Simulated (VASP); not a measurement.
Runs of VASP 6.6.1 on NaH. The structure is that of space group Pm-3m (No. 221), or close to it. The cells are those of the table. 

| cell | gap on the mesh (eV) | pressure (GPa) |
| --- | --- | --- |
| a = 2.955, b = 2.955, c = 2.807 Å, 2 atoms | (b) | 0.4 |
| a = 2.807, b = 2.807, c = 3.029 Å, 2 atoms | (c) | 1.3 |
| a = 2.807 Å, 2 atoms | 1.63 | 3.7 |
| a = 2.807, b = 2.807, c = 2.881 Å, 2 atoms | 1.45 | 2.9 |
| a = 2.807, b = 2.807, c = 2.955 Å, 2 atoms | 1.26 | (a) |

Alike in all rows: task single point; level r2SCAN; potentials or basis VASP PAW PBE potentials, release 64 (Na_pv, H); no spin polarisation; k mesh 10 × 10 × 10; cutoff (eV) 520; smearing gaussian 0.05 eV.

Task: Fill in the values left out.

Result: (a) 2.1; (b) 1.42; (c) 1.07.

Caveats: the PAW data sets were made with another functional, which shifts forces and pressure a little.

A k mesh can miss the band edges.
